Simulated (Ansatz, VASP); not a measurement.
**LaTe in VASP and in Ansatz**

File INCAR:

```
ALGO     = Normal         # electronic algorithm
EDIFF    = 1E-6           # SCF threshold, eV
ENCUT    = 520            # plane-wave cutoff, eV
GGA      = CA             # functional
ISIF     = 2              # what is computed and relaxed
ISMEAR   = -1             # smearing method
LASPH    = True           # aspherical terms in the spheres
LCHARG   = True           # write CHGCAR
LELF     = True           # ELF
LREAL    = False          # projectors in reciprocal space
LVHAR    = True         
LWAVE    = False          # write WAVECAR
NBANDS   = 16             # bands
NELM     = 60             # most SCF steps
PREC     = Accurate       # precision mode
SIGMA    = 0.08           # smearing width, eV
```

Contents of KPOINTS:

```
k-points
0
Gamma
  10 10 10
```

Contents of POSCAR:

```
LaTe
1.0
    0.0000000000      3.2322655204      3.2322655204
    3.2322655204      0.0000000000      3.2322655204
    3.2322655204      3.2322655204      0.0000000000
La Te
1 1
Direct
    0.0000000000      0.0000000000      0.0000000000
    0.5000000000      0.5000000000      0.5000000000
```

Input for Ansatz:

```yaml
crystal:
  lattice:
    - [0.0, 3.2322655204, 3.2322655204]
    - [3.2322655204, 0.0, 3.2322655204]
    - [3.2322655204, 3.2322655204, 0.0]
  atoms:
    - { symbol: La, position: [0.0, 0.0, 0.0] }
    - { symbol: Te, position: [0.5, 0.5, 0.5] }
kpoints:
  mp_grid: { grid: [10, 10, 10] }
  band_path:
    path:
      - [0.0, 0.0, 0.0]
      - [0.5, 0.0, 0.5]
      - [0.625, 0.25, 0.625]
      - [0.375, 0.375, 0.75]
      - [0.0, 0.0, 0.0]
      - [0.5, 0.5, 0.5]
      - [0.5, 0.25, 0.75]
      - [0.5, 0.0, 0.5]
    npoints: 5
scf:
  occupations: { method: fermi_dirac, width: 0.08 }
hamiltonian:
  xc: lda
  pseudopotentials: { kind: all_electron, lapw: { basis_error: 0.001 } }
output:
  forces: true
  stress: true
  eigenvalues: true
```

Change from the starting cell: volume scaled by 1.02.

Alike in both runs: task single point; functional LDA; k mesh 10 × 10 × 10; occupations fermi-dirac, width 0.08 eV; no spin polarisation.

|  | VASP | Ansatz |
| --- | --- | --- |
| version | VASP 6.6.1 | Ansatz 0.2.0 |
| potentials or method | VASP PAW LDA potentials, release 64 (La, Te), cutoff 520 eV | all-electron LAPW, scalar-relativistic |

|  | VASP | Ansatz | Ansatz less VASP |
| --- | --- | --- | --- |
| pressure (GPa) | -3.2 | -3.2 | -0.02 |

LDA's correlation is that of Perdew and Zunger in VASP and of Perdew and Wang (1992) in Ansatz. Ansatz ran all-electron here, and VASP with PAW potentials.

Neither program's run includes spin-orbit coupling.
